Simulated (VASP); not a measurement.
# Pd in VASP: relaxation of the atoms with PBE

Aim: the relaxation of the atoms of Pd with PBE.

Everything below comes from runs of VASP 6.6.1. Logs are shortened: lines on timing, memory, paths and dates and some standing lists are left out, and cuts for length are marked.

**1. The cell of the first run**

The cell holds a slab with vacuum, 3 atoms: a = 2.788 Å, b = 2.788 Å, c = 17.942 Å, α = 90.00°, β = 90.00°, γ = 90.00°.

**2. Relaxation of the atoms, PBE**

The input, INCAR:

```
SYSTEM = Pd
PREC = Accurate
ENCUT = 520
EDIFF = 1E-6
ISMEAR = 0
SIGMA = 0.1
LREAL = .FALSE.
LASPH = .TRUE.
NELM = 100
ALGO = Normal
ISIF = 2
LWAVE = .FALSE.
LCHARG = .FALSE.
LDIPOL = .TRUE.
IDIPOL = 3
DIPOL = 0.5 0.5 0.500
GGA = PE
IBRION = 2
NSW = 70
EDIFFG = -0.03
```

The input, KPOINTS:

```
Automatic mesh
0
G
  10 10 1
  0 0 0
```

The input, POSCAR:

```
Pd
1.0
    2.7875943971      0.0000000000      0.0000000000
    0.0000000000      2.7875943971      0.0000000000
    0.0000000000      0.0000000000     17.9422538027
Pd
3
Selective dynamics
Direct
    0.5000000000      0.5000000000      0.3901405073  F F F
    0.0000000000      0.0000000000      0.5000000000  T T T
    0.5000000000      0.5000000000      0.6098594927  T T T
```

Potentials or basis: VASP PAW PBE potentials, release 64 (Pd).

Launch:

```
$ cat potpaw_PBE.64/Pd/POTCAR > POTCAR
$ mpirun -np 1 vasp_std > vasp.out
```

OUTCAR:

```text
SYSTEM = Pd
   PREC = Accurate
   ENCUT = 520
   EDIFF = 1E-6
   ISMEAR = 0
   LREAL = .FALSE.
   LASPH = .TRUE.
   NELM = 100
   ISIF = 2
   GGA = PE
   IBRION = 2
   NSW = 70
   EDIFFG = -0.03

 ion  position               nearest neighbor table
   1  0.500  0.500  0.390-   2 2.79   2 2.79   2 2.79   2 2.79
   2  0.000  0.000  0.500-   1 2.79   3 2.79   1 2.79   3 2.79   1 2.79   3 2.79   1 2.79   3 2.79

   3  0.500  0.500  0.610-   2 2.79   2 2.79   2 2.79   2 2.79

  LATTYP: Found a simple tetragonal cell.
 ALAT       =     2.7875943971
 C/A-ratio  =     6.4364650113

  Lattice vectors:

 A1 = (   2.7875943971,   0.0000000000,   0.0000000000)
 A2 = (   0.0000000000,   2.7875943971,   0.0000000000)
 A3 = (   0.0000000000,   0.0000000000,  17.9422538027)

Analysis of symmetry for initial positions (statically):
=====================================================================
 Subroutine PRICEL returns:
 Original cell was already a primitive cell.

 Routine SETGRP: Setting up the symmetry group for a
 simple tetragonal supercell.

 Subroutine GETGRP returns: Found 16 space group operations
 (whereof 16 operations were pure point group operations)
 out of a pool of 16 trial point group operations.

The static configuration has the point symmetry D_4h.

Analysis of symmetry for dynamics (positions and initial velocities):
=====================================================================
 Subroutine PRICEL returns:
 Original cell was already a primitive cell.

 Routine SETGRP: Setting up the symmetry group for a
 simple tetragonal supercell.

 Subroutine GETGRP returns: Found 16 space group operations
 (whereof 16 operations were pure point group operations)
 out of a pool of 16 trial point group operations.

The dynamic configuration has the point symmetry D_4h.

Analysis of constrained symmetry for selective dynamics:
=====================================================================
 Subroutine PRICEL returns:
 Original cell was already a primitive cell.

 Routine SETGRP: Setting up the symmetry group for a
 simple tetragonal supercell.

 Subroutine GETGRP returns: Found  8 space group operations
[... 117 lines left out ...]
   EFERMI_NEDOS =   21; number of points for ismear=-14 and -15
   IALGO  =     38    algorithm
   IMIX   =      4    mixing-type and parameters
     AMIX     =   0.40;   BMIX     =  1.00
     AMIX_MAG =   1.60;   BMIX_MAG =  1.00
  volume/ion in A,a.u.               =      46.47       313.63
  Fermi-wavevector in a.u.,A,eV,Ry     =   0.981002  1.853825 13.093768  0.962365
  Thomas-Fermi vector in A             =   2.111975
   LORBIT       =      0    0 simple, 1 ext, 2 COOP (PROOUT), +10 PAW based schemes
   GGA     = PE    functional components
   LHFCALC =     F    Hartree Fock is set to
   AEXX    =    0.0000 exact exchange contribution
   IVDW    =     0    specifies the selected vdW correction
   LEPSILON=     F    determine dielectric tensor
   LRPA    =     F    only Hartree local field effects (RPA)
 conjugate gradient relaxation of ions
 non-spin polarized calculation
 Gauss-broadening in eV      SIGMA  =   0.10
  energy-cutoff  :      520.00
  volume of cell :      139.42
 maximum number of plane-waves:      3784
 NGX is ok and might be reduce to    24
   NGX = 11   NGY = 11   NGZ = 67

--------------------------------------- Ionic step        1  -------------------------------------------

 number of electron      30.0000010 magnetization

 Free energy of the ion-electron system (eV)
  ---------------------------------------------------
  ext. energy  EPLUGINS =         0.00000000
  ---------------------------------------------------
  free energy    TOTEN  =       -14.18851486 eV

  energy without entropy =      -14.14816507  energy(sigma->0) =      -14.16833997

------------------------ aborting loop because EDIFF is reached ----------------------------------------

  FORCE on cell =-STRESS in cart. coord.  units (eV):
  Direction    XX          YY          ZZ          XY          YZ          ZX
  --------------------------------------------------------------------------------------
  -------------------------------------------------------------------------------------
  Total       -2.5359112     -2.5359112     -0.5730402      0.0000000      0.0000000      0.0000000
  in kB      -29.1412687    -29.1412687     -6.5850567      0.0000000      0.0000000      0.0000000
  external PRESSURE =     -21.6225313 kB  Pullay stress =       0.0000000 kB
[... 129 lines left out ...]
  FREE ENERGIE OF THE ION-ELECTRON SYSTEM (eV)
  ---------------------------------------------------
  free  energy   TOTEN  =       -14.1914811594 eV

  energy  without entropy=      -14.1502941884  energy(sigma->0) =      -14.17088767

 dipolmoment           0.000000      0.000000      0.000590 electrons x Angstroem

--------------------------------------- Ionic step        5  -------------------------------------------

 number of electron      30.0000009 magnetization

 dipolmoment           0.000000      0.000000     -0.000125 electrons x Angstroem

 Free energy of the ion-electron system (eV)
  ---------------------------------------------------
  ext. energy  EPLUGINS =         0.00000000
  ---------------------------------------------------
  free energy    TOTEN  =       -14.19260833 eV

  energy without entropy =      -14.15109742  energy(sigma->0) =      -14.17185288

 E-fermi :  -0.3843     XC(G=0):  -5.2265

 val. band max:       -0.4115170034   @ k =   0.2000   0.2000   0.0000
 cond. band min:      -0.3783717703   @ k =   0.0000   0.0000   0.0000
 fundamental gap:      0.0331452331
 Fermi energy:        -0.3843312729

 k-point     1 :       0.0000    0.0000    0.0000
  band No.  band energies     occupation
      1      -6.2780      2.00000
      2      -4.9207      2.00000
      3      -4.8038      2.00000
      4      -4.5449      2.00000
      5      -3.9068      2.00000
      6      -3.1856      2.00000
[... 451 lines left out ...]
     18       7.4650      0.00000
     19       7.4650      0.00000

------------------------ aborting loop because EDIFF is reached ----------------------------------------

 vacuum level on the upper side and lower side of the slab       (xc-potential included)        -0.007        -0.006

  FORCE on cell =-STRESS in cart. coord.  units (eV):
  Direction    XX          YY          ZZ          XY          YZ          ZX
  --------------------------------------------------------------------------------------
  -------------------------------------------------------------------------------------
  Total       -2.1911824     -2.1911824     -0.1420639      0.0000000     -0.0000000      0.0000000
  in kB      -25.1798392    -25.1798392     -1.6325183      0.0000000     -0.0000000      0.0000000
  external PRESSURE =     -17.3307322 kB  Pullay stress =       0.0000000 kB
[... 18 lines left out ...]
  FREE ENERGIE OF THE ION-ELECTRON SYSTEM (eV)
  ---------------------------------------------------
  free  energy   TOTEN  =       -14.1926083309 eV

  energy  without entropy=      -14.1510974214  energy(sigma->0) =      -14.17185288

 reached required accuracy - stopping structural energy minimisation

 vacuum level on the upper side and lower side of the slab         4.708         4.709
```

It took 4.4 min on 1 thread of Intel Xeon Platinum 8175M at 2.50GHz (Skylake/Cascade Lake), shared host; peak memory 0.29 GiB.

What came out:

| Item | Value |
| --- | --- |
| Free energy | -14.1926 eV |
| Energy gained by relaxing | 1.4 meV/atom |
| Ionic steps | 5 |
| Band gap on the k mesh | zero (bands 15 and 16 overlap by 0.71 eV) |

Step by step:
```csv
step,energy change (eV),largest force on free atoms (eV/Å),pressure (GPa)
1,0.0000,0.1396,-2.16
2,-0.0008,0.1106,-2.10
3,-0.0021,0.1227,-1.92
4,-0.0030,0.0885,-1.87
5,-0.0041,0.0273,-1.73
```

Final structure:
```
Pd
1.0
     2.78759    0.00000    0.00000
     0.00000    2.78759    0.00000
     0.00000    0.00000   17.94225
Pd
3
Direct
  0.50000 0.50000 0.39014
  0.00000 0.00000 0.49870
  0.50000 0.50000 0.60720
```
